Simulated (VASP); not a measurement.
A run of VASP 6.6.1:

Contents of INCAR:

```
SYSTEM = SiC
  PREC = Accurate
  ENCUT = 520
  EDIFF = 1E-6
  ISMEAR = 0
  SIGMA = 0.05
  LREAL = .FALSE.
  LASPH = .TRUE.
  NELM = 60
  ALGO = Normal
  ISIF = 2
  LWAVE = .FALSE.
  LCHARG = .FALSE.
  GGA = PE
  NBANDS = 16
```

The input KPOINTS:

```
Automatic mesh
0
G
  12 12 6
  0 0 0
```

The input POSCAR:

```
SiC
1.0
    3.0919867344      0.0000000000      0.0038649834
   -1.5459933672      2.6777390602     -0.0019324917
    0.0063422058      0.0000000000      5.0737646004
Si C
2 2
Direct
    0.3333333333      0.6666666667      0.0045636718
    0.6666666667      0.3333333333      0.5045636718
    0.3333333333      0.6666666667      0.3804363282
    0.6666666667      0.3333333333      0.8804363282
```

Potentials or basis: VASP PAW PBE potentials, release 64 (Si, C).

Launch:

```console
$ cat potpaw_PBE.64/Si/POTCAR potpaw_PBE.64/C/POTCAR > POTCAR
$ mpirun -np 1 vasp_std > vasp.out
```

Hardware: 1 thread of Intel(R) Xeon(R) Platinum 8488C (Sapphire Rapids), on a shared host.

Q: Estimate the wall time of this run.

A: Run time: 63 s on 1 thread of Intel(R) Xeon(R) Platinum 8488C (Sapphire Rapids), on a shared host, peak memory 0.25 GiB. Counts: scf iterations 13, k points 242.
